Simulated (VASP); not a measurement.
# LaB6 (Pm-3m) in VASP: notebook

The runs below take LaB6 through single point, with PBE, PBEsol, LDA.

Everything below comes from runs of VASP 6.6.1. Logs are shortened: lines on timing, memory, paths and dates and some standing lists are left out, and cuts for length are marked.

### 1 The cell of the first run

It takes space group Pm-3m (No. 221, cubic). The conventional cell has a = 4.155 Å, b = 4.155 Å, c = 4.155 Å, α = 90.00°, β = 90.00°, γ = 90.00°. Within 4.2 Å of La (site symmetry m-3m) lie 24 B at 3.05 Å and 6 La at 4.15 Å. Within 2.2 Å of B (site symmetry 4mm) lie 5 B at 1.66 to 1.76 Å.

### 2 Single point, PBE

INCAR

```
SYSTEM = LaB6
  ALGO = Normal
  EDIFF = 1E-7
  ENCUT = 520
  GGA = PE
  ISIF = 2
  ISMEAR = 0
  LASPH = .True.
  LCHARG = .False.
  LREAL = .False.
  LWAVE = .False.
  NBANDS = 24
  NELM = 80
  PREC = Accurate
  SIGMA = 0.05
```

KPOINTS

```
k-points
0
Gamma
  8 8 8
  0 0 0
```

POSCAR

```
LaB6
1.0
    4.1549734142      0.0000000000      0.0000000000
    0.0000000000      4.1549734142      0.0000000000
    0.0000000000      0.0000000000      4.1549734142
La B
1 6
Direct
    0.0000000000      0.0000000000      0.0000000000
    0.1998455931      0.5000000000      0.5000000000
    0.8001544069      0.5000000000      0.5000000000
    0.5000000000      0.5000000000      0.1998455931
    0.5000000000      0.5000000000      0.8001544069
    0.5000000000      0.1998455931      0.5000000000
    0.5000000000      0.8001544069      0.5000000000
```

Potentials or basis: VASP PAW PBE potentials, release 64 (La, B).

Launch:

```bash
> cat potpaw_PBE.64/La/POTCAR potpaw_PBE.64/B/POTCAR > POTCAR
> mpirun -np 1 vasp_std > vasp.out
```

OUTCAR:

```text
SYSTEM = LaB6
   EDIFF = 1E-7
   ENCUT = 520
   GGA = PE
   ISIF = 2
   ISMEAR = 0
   LASPH = .True.
   LREAL = .False.
   NELM = 80
   PREC = Accurate

 ion  position               nearest neighbor table
   1  0.000  0.000  0.000-
   2  0.200  0.500  0.500-   3 1.66   4 1.76   5 1.76   6 1.76   7 1.76
   3  0.800  0.500  0.500-   2 1.66   4 1.76   5 1.76   6 1.76   7 1.76
   4  0.500  0.500  0.200-   5 1.66   3 1.76   2 1.76   6 1.76   7 1.76
   5  0.500  0.500  0.800-   4 1.66   3 1.76   2 1.76   6 1.76   7 1.76
   6  0.500  0.200  0.500-   7 1.66   3 1.76   4 1.76   5 1.76   2 1.76
   7  0.500  0.800  0.500-   6 1.66   3 1.76   4 1.76   5 1.76   2 1.76

  LATTYP: Found a simple cubic cell.
 ALAT       =     4.1549734142

  Lattice vectors:

 A1 = (   4.1549734142,   0.0000000000,   0.0000000000)
 A2 = (   0.0000000000,   4.1549734142,   0.0000000000)
 A3 = (   0.0000000000,   0.0000000000,   4.1549734142)

Analysis of symmetry for initial positions (statically):
=====================================================================
 Subroutine PRICEL returns:
 Original cell was already a primitive cell.

 Routine SETGRP: Setting up the symmetry group for a
 simple cubic supercell.

 Subroutine GETGRP returns: Found 48 space group operations
 (whereof 48 operations were pure point group operations)
 out of a pool of 48 trial point group operations.

The static configuration has the point symmetry O_h .

Analysis of symmetry for dynamics (positions and initial velocities):
=====================================================================
 Subroutine PRICEL returns:
 Original cell was already a primitive cell.

 Routine SETGRP: Setting up the symmetry group for a
 simple cubic supercell.

 Subroutine GETGRP returns: Found 48 space group operations
 (whereof 48 operations were pure point group operations)
 out of a pool of 48 trial point group operations.

The dynamic configuration has the point symmetry O_h .

 Subroutine INISYM returns: Found 48 space group operations
 (whereof 48 operations are pure point group operations),
 and found     1 'primitive' translations

----------------------------------------------------------------------------------------

                                     Primitive cell

  volume of cell :      71.7306

  direct lattice vectors                    reciprocal lattice vectors
     4.154973414  0.000000000  0.000000000     0.240675427  0.000000000  0.000000000
     0.000000000  4.154973414  0.000000000     0.000000000  0.240675427  0.000000000
     0.000000000  0.000000000  4.154973414     0.000000000  0.000000000  0.240675427

  length of vectors
     4.154973414  4.154973414  4.154973414     0.240675427  0.240675427  0.240675427

  position of ions in fractional coordinates (direct lattice)
     0.000000000  0.000000000  0.000000000
     0.199845593  0.500000000  0.500000000
     0.800154407  0.500000000  0.500000000
     0.500000000  0.500000000  0.199845593
     0.500000000  0.500000000  0.800154407
     0.500000000  0.199845593  0.500000000
     0.500000000  0.800154407  0.500000000

  ion indices of the primitive-cell ions
   primitive index   ion index
                 1           1
                 2           2
                 3           3
                 4           4
                 5           5
                 6           6
                 7           7

----------------------------------------------------------------------------------------

 KPOINTS: k-points

Automatic generation of k-mesh.
 Grid dimensions read from file:
 generate k-points for:    8    8    8

 Generating k-lattice:

  Cartesian coordinates                     Fractional coordinates (reciprocal lattice)
     0.030084428  0.000000000  0.000000000     0.125000000  0.000000000  0.000000000
     0.000000000  0.030084428  0.000000000     0.000000000  0.125000000  0.000000000
     0.000000000  0.000000000  0.030084428     0.000000000  0.000000000  0.125000000

  Length of vectors
     0.030084428  0.030084428  0.030084428

  Shift w.r.t. Gamma in fractional coordinates (k-lattice)
     0.000000000  0.000000000  0.000000000

 Subroutine IBZKPT returns following result:
 ===========================================

 Found     35 irreducible k-points:

 Following reciprocal coordinates:
            Coordinates               Weight
  0.000000  0.000000  0.000000      1.000000
  0.125000  0.000000  0.000000      6.000000
  0.250000  0.000000  0.000000      6.000000
  0.375000  0.000000  0.000000      6.000000
  0.500000  0.000000  0.000000      3.000000
  0.125000  0.125000  0.000000     12.000000
[... 16 lines left out ...]
  0.375000  0.375000  0.125000     24.000000
  0.500000  0.375000  0.125000     24.000000
 [... further k-points ...]
   k-points           NKPTS =     35   k-points in BZ     NKDIM =     35   number of bands    NBANDS=     24
   number of dos      NEDOS =    301   number of ions     NIONS =      7
   total plane-waves  NPLWV =  32768
   dimension x,y,z NGX =    32 NGY =   32 NGZ =   32
   dimension x,y,z NGXF=    64 NGYF=   64 NGZF=   64
   ions per type =               1   6
   NGX,Y,Z   is equivalent  to a cutoff of  12.80, 12.80, 12.80 a.u.
   NGXF,Y,Z  is equivalent  to a cutoff of  25.61, 25.61, 25.61 a.u.
 SYSTEM =  LaB6
   PREC   = accura    normal or accurate (medium, high low for compatibility)
   ISTART =      0    job   : 0-new  1-cont  2-samecut
   ICHARG =      2    charge: 1-file 2-atom 10-const
   ISPIN  =      1    spin polarized calculation?
   LNONCOLLINEAR =      F non collinear calculations
   LSORBIT =      F    spin-orbit coupling
   LASPH  =      T    aspherical Exc in radial PAW
   ENCUT  =  520.0 eV  38.22 Ry    6.18 a.u.   7.73  7.73  7.73*2*pi/ulx,y,z
   NELM   =     80;   NELMIN=  2; NELMDL= -5     # of ELM steps
   EDIFF  = 0.1E-06   stopping-criterion for ELM
   LREAL  =      F    real-space projection
   EDIFFG = 0.1E-05   stopping-criterion for IOM
   NSW    =      0    number of steps for IOM
   IBRION =     -1    ionic relax: 0-MD 1-quasi-New 2-CG
   NFREE  =      0    steps in history (QN), initial steepest desc. (CG)
   ISIF   =      2    stress and relaxation
   ISYM   =      2    0-nonsym 1-usesym 2-fastsym
   POTIM  = 0.5000    time-step for ionic-motion
   TEBEG  =    0.0;   TEEND  =   0.0 temperature during run
   PSTRESS=    0.0 pullay stress
   NELECT =      29.0000    total number of electrons
   NUPDOWN=      -1.0000    fix difference up-down
   EMIN   =  10.00;   EMAX   =-10.00  energy-range for DOS
   EFERMI =   0.00;   METHOD = LEGACY
   ISMEAR =     0;   SIGMA  =   0.05  broadening in eV -4-tet -1-fermi 0-gaus
   EFERMI_NEDOS =   21; number of points for ismear=-14 and -15
   IALGO  =     38    algorithm
   IMIX   =      4    mixing-type and parameters
     AMIX     =   0.40;   BMIX     =  1.00
     AMIX_MAG =   1.60;   BMIX_MAG =  1.00
  volume/ion in A,a.u.               =      10.25        69.15
  Fermi-wavevector in a.u.,A,eV,Ry     =   1.210522  2.287554 19.937471  1.465363
  Thomas-Fermi vector in A             =   2.346066
   LORBIT       =      0    0 simple, 1 ext, 2 COOP (PROOUT), +10 PAW based schemes
   GGA     = PE    functional components
   LHFCALC =     F    Hartree Fock is set to
   AEXX    =    0.0000 exact exchange contribution
   IVDW    =     0    specifies the selected vdW correction
   LEPSILON=     F    determine dielectric tensor
   LRPA    =     F    only Hartree local field effects (RPA)
 non-spin polarized calculation
 Gauss-broadening in eV      SIGMA  =   0.05
  energy-cutoff  :      520.00
  volume of cell :       71.73
 maximum number of plane-waves:      1956
 NGX is ok and might be reduce to    32
   NGX = 15   NGY = 15   NGZ = 15

 number of electron      29.0000003 magnetization

 Free energy of the ion-electron system (eV)
  ---------------------------------------------------
  ext. energy  EPLUGINS =         0.00000000
  ---------------------------------------------------
  free energy    TOTEN  =       -49.05351533 eV

  energy without entropy =      -49.05251499  energy(sigma->0) =      -49.05301516

 E-fermi :   8.5161     XC(G=0): -11.2585

 val. band max:        8.3875967578   @ k =   0.3750   0.2500   0.1250
 cond. band min:       8.5195923944   @ k =   0.2500   0.2500   0.0000
 fundamental gap:      0.1319956366
 Fermi energy:         8.5160558086

 k-point     1 :       0.0000    0.0000    0.0000
  band No.  band energies     occupation
      1     -24.5042      2.00000
      2      -8.2291      2.00000
      3      -8.2291      2.00000
      4      -8.2291      2.00000
      5      -6.9620      2.00000
      6       0.6646      2.00000
[... 16 lines left out ...]
     23      10.5601      0.00000
     24      11.7012      0.00000

 k-point     2 :       0.1250    0.0000    0.0000
  band No.  band energies     occupation
      1     -24.5006      2.00000
      2      -8.3881      2.00000
      3      -8.2175      2.00000
      4      -8.2175      2.00000
      5      -6.7933      2.00000
      6      -0.1553      2.00000
[... 16 lines left out ...]
     23      10.6896      0.00000
     24      11.6680      0.00000

 k-point     3 :       0.2500    0.0000    0.0000
  band No.  band energies     occupation
      1     -24.4920      2.00000
      2      -8.6840      2.00000
      3      -8.1889      2.00000
      4      -8.1889      2.00000
      5      -6.4579      2.00000
      6      -1.1087      2.00000
[... 16 lines left out ...]
     23      11.0985      0.00000
     24      11.1730      0.00000
[... 514 lines left out ...]
 k-point    23 :       0.3750    0.3750    0.1250
  band No.  band energies     occupation
      1     -24.4600      2.00000
      2      -8.6614      2.00000
      3      -8.5755      2.00000
      4      -8.1720      2.00000
      5      -6.2970      2.00000
      6      -1.0445      2.00000
[... 16 lines left out ...]
     23      11.3234      0.00000
     24      11.9216      0.00000

 k-point    24 :       0.5000    0.3750    0.1250
  band No.  band energies     occupation
      1     -24.4566      2.00000
      2      -8.6896      2.00000
      3      -8.5675      2.00000
      4      -8.1596      2.00000
      5      -6.3319      2.00000
      6      -1.0696      2.00000
[... 16 lines left out ...]
     23      11.5775      0.00000
     24      11.9804      0.00000

 [... further k-points ...]

------------------------ aborting loop because EDIFF is reached ----------------------------------------

  FORCE on cell =-STRESS in cart. coord.  units (eV):
  Direction    XX          YY          ZZ          XY          YZ          ZX
  --------------------------------------------------------------------------------------
  -------------------------------------------------------------------------------------
  Total       -0.0500095     -0.0500095     -0.0500095      0.0000000      0.0000000      0.0000000
  in kB       -1.1170132     -1.1170132     -1.1170132      0.0000000      0.0000000      0.0000000
  external PRESSURE =      -1.1170132 kB  Pullay stress =       0.0000000 kB

 VOLUME and BASIS-vectors are now :
 -----------------------------------------------------------------------------
  energy-cutoff  :      520.00
  volume of cell :       71.73
      direct lattice vectors                 reciprocal lattice vectors
     4.154973414  0.000000000  0.000000000     0.240675427  0.000000000  0.000000000
     0.000000000  4.154973414  0.000000000     0.000000000  0.240675427  0.000000000
     0.000000000  0.000000000  4.154973414     0.000000000  0.000000000  0.240675427

 POSITION                                       TOTAL-FORCE (eV/Angst)
 -----------------------------------------------------------------------------------
      0.00000      0.00000      0.00000         0.000000      0.000000     -0.000000
      0.83035      2.07749      2.07749        -0.017247      0.000000     -0.000000
      3.32462      2.07749      2.07749         0.017247      0.000000      0.000000
      2.07749      2.07749      0.83035         0.000000      0.000000     -0.017247
      2.07749      2.07749      3.32462        -0.000000      0.000000      0.017247
      2.07749      0.83035      2.07749         0.000000     -0.017247     -0.000000
      2.07749      3.32462      2.07749        -0.000000      0.017247      0.000000
 -----------------------------------------------------------------------------------
    total drift:                                0.000000     -0.000000     -0.000000

  FREE ENERGIE OF THE ION-ELECTRON SYSTEM (eV)
  ---------------------------------------------------
  free  energy   TOTEN  =       -49.0535153341 eV

  energy  without entropy=      -49.0525149881  energy(sigma->0) =      -49.05301516
```

Wall time 61 s (1 thread of Intel Xeon Platinum 8488C (Sapphire Rapids), shared host); peak memory 0.21 GiB.

Results:

| Item | Value |
| --- | --- |
| Free energy | -49.0535 eV |
| Pressure | -0.1 GPa |
| Largest force | 0.017 eV/Å |
| Band gap on the k mesh | zero (an odd number of electrons rules out a gap without spin polarisation) |

Forces on the atoms (eV/Å):
```
La   0.000  0.000  0.000
B   -0.017  0.000  0.000
B    0.017  0.000  0.000
B    0.000  0.000 -0.017
B    0.000  0.000  0.017
B    0.000 -0.017  0.000
B    0.000  0.017  0.000
```

Caveat: spin-orbit coupling is left out, which moves the levels of the heavy elements.

### 3 Single point, PBEsol

INCAR

```
SYSTEM = LaB6
PREC = Accurate ; ENCUT = 520
EDIFF = 1E-7 ; ISMEAR = 0
SIGMA = 0.05 ; LREAL = .FALSE.
LASPH = .TRUE. ; NELM = 80
ALGO = Normal ; ISIF = 2
LWAVE = .FALSE. ; LCHARG = .FALSE.
GGA = PS ; NBANDS = 24
```

KPOINTS

```
Automatic mesh
0
G
  8 8 8
  0 0 0
```

POSCAR is that of step 2.

Potentials or basis: VASP PAW PBE potentials, release 64 (La, B).

Launch:

```bash
> cat potpaw_PBE.64/La/POTCAR potpaw_PBE.64/B/POTCAR > POTCAR
> mpirun -np 1 vasp_std > vasp.out
```

Wall time 63 s (1 thread of Intel Xeon Platinum 8488C (Sapphire Rapids), shared host); peak memory 0.21 GiB.

Results (log left out):

```
Free energy            : -51.5248 eV
Pressure               : -3.1 GPa
Largest force          : 0.007 eV/Å
Band gap on the k mesh : zero (an odd number of electrons rules out a gap without spin polarisation)
```

Forces in eV/Å, atoms in the order of the input:
```
La   0.000  0.000  0.000
B   -0.007  0.000  0.000
B    0.007  0.000  0.000
B    0.000  0.000 -0.007
B    0.000  0.000  0.007
B    0.000 -0.007  0.000
B    0.000  0.007  0.000
```

Levels at points of the mesh, in eV from the Fermi level:
```tsv
k point	band 10	band 11	band 12	band 13	band 14	band 15	band 16	band 17	band 18	band 19
(0.00, 0.00, 0.00)	-6.85	-6.85	-1.80	-1.80	-1.80	0.29	0.29	0.29	1.55	1.55
(0.50, 0.00, 0.00)	-6.33	-3.38	-3.38	-3.09	-2.45	-1.40	1.58	1.62	1.62	2.05
(0.50, 0.50, 0.00)	-6.12	-4.39	-4.39	-2.79	-2.79	1.11	1.11	2.08	2.11	2.11
(0.50, 0.50, 0.50)	-4.64	-4.64	-2.30	-2.30	-2.30	1.58	1.88	1.88	1.88	1.90
```

Caveat: the cell stands under tension; the PAW data sets were made with another functional, which shifts forces and pressure a little; spin-orbit coupling is left out, which moves the levels of the heavy elements.

[end of part 1 of 2]

The gap in the log of VASP goes by the Fermi energy; the results here count the filled bands.